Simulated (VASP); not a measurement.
Write the native input for VASP 6.6.1 that does the following.

```
Task                   : single point
Functional             : BLYP
Potentials or basis    : VASP PAW PBE potentials, release 64 (Pb_d)
Cutoff                 : 520 eV
k mesh                 : 9 × 9 × 9
Occupations            : fermi-dirac, width 0.05 eV
Spin                   : no spin polarisation
Dipole correction      : no
Further INCAR settings : ALGO = Normal; EDIFF = 1e-06; NBANDS = 13
```

The structure of Pb lies in POSCAR:

```
Pb
1.0
    0.0000000000      2.4914113386      2.4914113386
    2.4914113386      0.0000000000      2.4914113386
    2.4914113386      2.4914113386      0.0000000000
Pb
1
Direct
    0.0000000000      0.0000000000      0.0000000000
```

One way to write it, as run:

INCAR

```
PREC = Accurate ; ENCUT = 520
EDIFF = 1E-6 ; ISMEAR = -1
SIGMA = 0.05 ; LREAL = F
LASPH = T ; NELM = 100
ALGO = Normal ; ISIF = 2
LWAVE = F ; LCHARG = T
GGA = B5 ; ALDAX = 1.0
AGGAX = 1.0 ; AGGAC = 1.0
ALDAC = 0.0 ; LELF = T
LVHAR = T ; NBANDS = 13
```

KPOINTS

```
Automatic mesh
0
Gamma
  9 9 9
```

Potentials or basis: VASP PAW PBE potentials, release 64 (Pb_d).

The run is started by

```sh
$ cat potpaw_PBE.64/Pb_d/POTCAR > POTCAR
$ mpirun -np 1 vasp_std > vasp.out
```

Results of the run:

- Pressure: 4.9 GPa
- Band gap on the k mesh: zero (band 7 reaches 14.63 eV, above the bottom of band 8 at 6.09 eV)

Caveat: the PAW data sets were made with another functional, which shifts forces and pressure a little; spin-orbit coupling is left out, which moves the levels of the heavy elements.

Wall time 21 s on 1 thread of Intel(R) Xeon(R) Platinum 8259CL CPU @ 2.50GHz (Skylake/Cascade Lake), on a shared host, peak memory 0.16 GiB.
